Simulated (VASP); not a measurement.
A run of VASP 6.6.1:

File POSCAR:

```
Cs
1.0
    5.5663060000      0.0000000000      0.0000000000
   -2.7831530000      4.8205620000      0.0000000000
    0.0000000000      0.0000000000      9.2584790000
Cs
2
Direct
    0.3333330000      0.6666670000      0.2500000000
    0.6666670000      0.3333330000      0.7500000000
```

Contents of INCAR.step1:

```
SYSTEM = Cs
  PREC = Accurate
  ENCUT = 520
  ISMEAR = -1
  SIGMA = 0.1
  LREAL = .FALSE.
  LASPH = .TRUE.
  NELM = 80
  NBANDS = 16
  GGA = PE
  ALGO = Normal
  EDIFF = 1E-4
  LWAVE = .TRUE.
  LCHARG = .FALSE.
```

File INCAR.step2:

```
SYSTEM = Cs
  PREC = Accurate
  ENCUT = 520
  EDIFF = 1E-7
  ISMEAR = -1
  SIGMA = 0.1
  LREAL = .FALSE.
  LASPH = .TRUE.
  NELM = 80
  ALGO = Normal
  ISIF = 2
  LWAVE = .FALSE.
  LCHARG = .FALSE.
  METAGGA = R2SCAN
  LMIXTAU = .TRUE.
  NBANDS = 16
  ISTART = 1
```

KPOINTS

```
regular mesh
0
G
  5 5 3
  0 0 0
```

Potentials or basis: VASP PAW PBE potentials, release 64 (Cs_sv).

Command:

```sh
$ cat potpaw_PBE.64/Cs_sv/POTCAR > POTCAR
$ cp INCAR.step1 INCAR
$ mpirun -np 1 vasp_std > vasp.out
$ cp INCAR.step2 INCAR
$ mpirun -np 1 vasp_std > vasp.out
```

Hardware: 1 thread of Intel(R) Xeon(R) Platinum 8259CL CPU @ 2.50GHz (Skylake/Cascade Lake), with other jobs on the host.

Task: Estimate the wall time of this run.

Result: Wall time 4 min on 1 thread of Intel(R) Xeon(R) Platinum 8259CL CPU @ 2.50GHz (Skylake/Cascade Lake), with other jobs on the host, peak memory 0.39 GiB. Counts: k points 10.
